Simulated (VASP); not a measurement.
TiAl, 2 atoms in the cell. It takes space group P-6m2 (No. 187, hexagonal). The conventional cell has a = 2.867 Å, b = 2.867 Å, c = 4.678 Å, α = 90.00°, β = 90.00°, γ = 120.00°. Within 3.8 Å of Ti (site symmetry -6m2) lie 6 Al at 2.87 Å and 6 Ti at 2.87 Å. Within 3.8 Å of Al (site symmetry -6m2) lie 6 Ti at 2.87 Å and 6 Al at 2.87 Å. 

| Quantity | Value |
| --- | --- |
| Program | VASP 6.6.1 |
| Task | relaxation of cell and atoms |
| Functional | PBE |
| Potentials or basis | VASP PAW PBE potentials, release 64 (Ti_sv, Al) |
| Cutoff | 600 eV |
| k mesh | 11 × 11 × 6 |
| Occupations | fermi-dirac, width 0.05 eV |
| Spin | no spin polarisation |
| Dipole correction | no |
| Further INCAR settings | ALGO = Normal; EDIFF = 1e-07; IBRION = 2; EDIFFG = -0.01; NSW = 60; ISIF = 3 |

Potentials or basis: VASP PAW PBE potentials, release 64 (Ti_sv, Al).

Launch:

```console
$ cat potpaw_PBE.64/Ti_sv/POTCAR potpaw_PBE.64/Al/POTCAR > POTCAR
$ mpirun -np 1 vasp_std > vasp.out
```

Hardware: 1 thread of Intel Xeon 8259CL (shared host).

Question: How long does it take, and how much memory?

Answer: Run time: 69 s on 1 thread of Intel Xeon 8259CL, on a shared host, peak memory 0.18 GiB. Counts: scf iterations 31, k points 64, ion steps 3.
